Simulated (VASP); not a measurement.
A run of VASP 6.6.1 is set up as follows.

File INCAR:

```
SYSTEM = SnTe
PREC = Accurate
ENCUT = 600
EDIFF = 1E-8
ISMEAR = -1
SIGMA = 0.05
LREAL = .FALSE.
LASPH = .TRUE.
NELM = 80
ALGO = Normal
ISIF = 3
LWAVE = .FALSE.
LCHARG = .FALSE.
GGA = PE
IBRION = 6
NFREE = 2
POTIM = 0.015
NSW = 1
```

Contents of KPOINTS:

```
regular mesh
0
G
  5 5 5
  0 0 0
```

Contents of POSCAR:

```
SnTe
1.0
    0.0000000000      3.1508500000      3.1508500000
    3.1508500000      0.0000000000      3.1508500000
    3.1508500000      3.1508500000      0.0000000000
Te Sn
1 1
Direct
    0.5000000000      0.5000000000      0.5000000000
    0.0000000000      0.0000000000      0.0000000000
```

Potentials or basis: VASP PAW PBE potentials, release 64 (Te, Sn_d).

Launch:

```bash
$ cat potpaw_PBE.64/Te/POTCAR potpaw_PBE.64/Sn_d/POTCAR > POTCAR
$ mpirun -np 1 vasp_std > vasp.out
```

Predict the elastic constants C11, C12, C44.

140, 1, 16 GPa.

Predict the Voigt bulk modulus.

47 GPa.

What does it give for the most unstable mode?

25i cm⁻¹.

Clamped-ion elastic tensor (GPa):
```
140   1   1   0   0   0
  1 140   1   0   0   0
  1   1 140   0   0   0
  0   0   0  16   0   0
  0   0   0   0  16   0
  0   0   0   0   0  16
```

Caveat: the cell is under stress, which shifts elastic constants; some modes are imaginary.
